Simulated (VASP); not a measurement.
Set up this calculation in VASP 6.6.1, as the native input.

```yaml
Task: single point
Functional: PBE
Potentials_or_basis: VASP PAW PBE potentials, release 64 (Rh_pv)
Cutoff: 520 eV
k_mesh: 16 × 16 × 16
Occupations: fermi-dirac, width 0.08 eV
Spin: no spin polarisation
Dipole_correction: no
Further_INCAR_settings: ALGO = Normal; EDIFF = 1e-06; NBANDS = 14
```

The structure of Rh lies in POSCAR:

```
Rh
1.0
    0.0000000000      1.9015500000      1.9395810000
    1.9015500000      0.0000000000      1.9395810000
    1.9015500000      1.9015500000      0.0000000000
Rh
1
Direct
    0.0000000000      0.0000000000      0.0000000000
```

This cell differs from its parent crystal: zz strain of +2 %.

One way to write it, as run:

INCAR

```
SYSTEM = Rh
PREC = Accurate
ENCUT = 520
EDIFF = 1E-6
ISMEAR = -1
SIGMA = 0.08
LREAL = .False.
LASPH = .True.
NELM = 80
ALGO = Normal
ISIF = 2
LWAVE = .False.
LCHARG = .False.
GGA = PE
NBANDS = 14
```

KPOINTS

```
regular mesh
0
Gamma
  16 16 16
  0 0 0
```

Potentials or basis: VASP PAW PBE potentials, release 64 (Rh_pv).

Run with:

```sh
$ cat potpaw_PBE.64/Rh_pv/POTCAR > POTCAR
$ mpirun -np 1 vasp_std > vasp.out
```

It gave:

The pressure is 0.7 GPa.

Caveat: the cell differs from its parent crystal (zz strain of +2 %).

Wall time 80 s on 1 thread of AMD EPYC 7R13, on a shared host, peak memory 0.14 GiB.
